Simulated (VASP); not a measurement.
Write the native input for VASP 6.6.1 that does the following.

- Task: single point
- Functional: PBE
- Potentials or basis: VASP PAW PBE potentials, release 64 (Al, N)
- Cutoff: 600 eV
- k mesh: 10 × 10 × 10
- Occupations: gaussian, width 0.02 eV
- Spin: no spin polarisation
- Dipole correction: no
- Further INCAR settings: ALGO = Normal; EDIFF = 1e-06; NBANDS = 11

The structure of AlN lies in POSCAR:

```
AlN
1.0
    0.0000000000      2.0587694546      2.0587694546
    2.0587694546      0.0000000000      2.0587694546
    2.0587694546      2.0587694546      0.0000000000
Al N
1 1
Direct
    0.5000000000      0.5000000000      0.5000000000
    0.0000000000      0.0000000000      0.0000000000
```

This cell differs from its parent crystal: strained.

These files were run (other wordings do the same):

INCAR

```
SYSTEM = AlN
  PREC = Accurate
  ENCUT = 600
  EDIFF = 1E-6
  ISMEAR = 0
  SIGMA = 0.02
  LREAL = .FALSE.
  LASPH = .TRUE.
  NELM = 120
  ALGO = Normal
  ISIF = 2
  LWAVE = .FALSE.
  LCHARG = .FALSE.
  GGA = PE
  NBANDS = 11
  GGA_COMPAT = .FALSE.
```

KPOINTS

```
regular mesh
0
G
  10 10 10
  0 0 0
```

Potentials or basis: VASP PAW PBE potentials, release 64 (Al, N).

Run with:

```console
$ cat potpaw_PBE.64/Al/POTCAR potpaw_PBE.64/N/POTCAR > POTCAR
$ mpirun -np 1 vasp_std > vasp.out
```

It gave:

| Quantity | Value |
| --- | --- |
| Pressure | -8.5 GPa |
| Band gap on the k mesh | 4.09 eV, indirect (least direct gap 4.91 eV) |

Caveat: the cell differs from its parent crystal (strained).

Wall time 18 s on 1 thread of AMD EPYC 7R13 (shared host), peak memory 0.11 GiB.
